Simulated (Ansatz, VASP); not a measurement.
# Pd3PtSe8: VASP beside Ansatz

```
Pd Pt Se
1.0
     7.60125    0.00000    0.00000
    -3.80062    6.58287    0.00000
     0.00000    0.00000    5.00836
Pd Pt Se
3 1 8
Cartesian
  3.8006 0.0000 0.0000
  1.9003 3.2914 0.0000
  -1.9003 3.2914 0.0000
  0.0000 0.0000 0.0000
  5.7206 1.0858 3.7081
  3.8006 4.4113 3.7081
  1.8806 1.0858 3.7081
  0.0000 4.3886 3.7496
  3.8006 2.1943 1.2588
  1.9200 5.4971 1.3003
  0.0000 2.1716 1.3003
  -1.9200 5.4971 1.3003
```

Alike in both runs: task single point; functional PBE; k mesh 6 × 6 × 8; occupations gaussian, width 0.1 eV; no spin polarisation.

|  | VASP | Ansatz |
| --- | --- | --- |
| version | VASP 6.6.1 | Ansatz 0.2.0 |
| potentials or method | VASP PAW PBE potentials, release 64 (Pd, Pt, Se), cutoff 520 eV | scalar-relativistic, plane waves, PAW |
| valence electrons in the cell | 88 | 200 |

```csv
,VASP,Ansatz,Ansatz less VASP
gap on the k mesh at the Fermi level (eV),none,none,-
pressure (GPa),0.0,0.0,0.00
```

A gap of «none» marks a metal or a gap that the smearing closes. VASP's potentials hold 88 valence electrons a cell and Ansatz's 200, so a difference there can come from the potentials and not from the codes.

Neither program's run includes spin-orbit coupling.
